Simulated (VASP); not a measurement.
Here is a VASP 6.6.1 calculation.

INCAR

```
ALGO     = Normal         # electronic algorithm
EDIFF    = 1E-8           # SCF threshold, eV
ENCUT    = 520            # plane-wave cutoff, eV
ISIF     = 2              # what is computed and relaxed
ISMEAR   = 0              # smearing method
KPAR     = 4            
LASPH    = T              # aspherical terms in the spheres
LCALCEPS = T            
LCHARG   = F              # write CHGCAR
LMIXTAU  = T            
LREAL    = F              # projectors in reciprocal space
LWAVE    = F              # write WAVECAR
METAGGA  = R2SCAN         # meta-GGA
NELM     = 80             # most SCF steps
PREC     = Accurate       # precision mode
SIGMA    = 0.01           # smearing width, eV
```

File KPOINTS:

```
k-points
0
Gamma
  6 6 6
```

Contents of POSCAR:

```
BaHfO3
1.0
    4.1770587708      0.0000000000      0.0000000000
    0.0000000000      4.1770587708      0.0000000000
    0.0000000000      0.0000000000      4.0099764200
Ba Hf O
1 1 3
Direct
    0.0000000000      0.0000000000      0.0000000000
    0.5000000000      0.5000000000      0.5000000000
    0.5000000000      0.5000000000      0.0000000000
    0.5000000000      0.0000000000      0.5000000000
    0.0000000000      0.5000000000      0.5000000000
```

Potentials or basis: VASP PAW PBE potentials, release 64 (Ba_sv, Hf_pv, O).

Command:

```console
$ cat potpaw_PBE.64/Ba_sv/POTCAR potpaw_PBE.64/Hf_pv/POTCAR potpaw_PBE.64/O/POTCAR > POTCAR
$ mpirun -np 4 vasp_std > vasp.out
```

(1) Estimate the electronic dielectric tensor (diagonal).

(2) What does it give for the Born charges (mean of the diagonal)?

(3) Estimate the band gap on the k mesh.

Results:

(1) 4.32, 4.32, 4.36.

(2) Ba +2.70; Hf +5.76; O -2.87, -2.80 (each value once) e.

(3) 4.01 eV (least direct gap 4.16 eV).

Caveat: the cell differs from its parent crystal (uniaxial z strain -4.0%); spin-orbit coupling is left out, which moves the levels of the heavy elements.
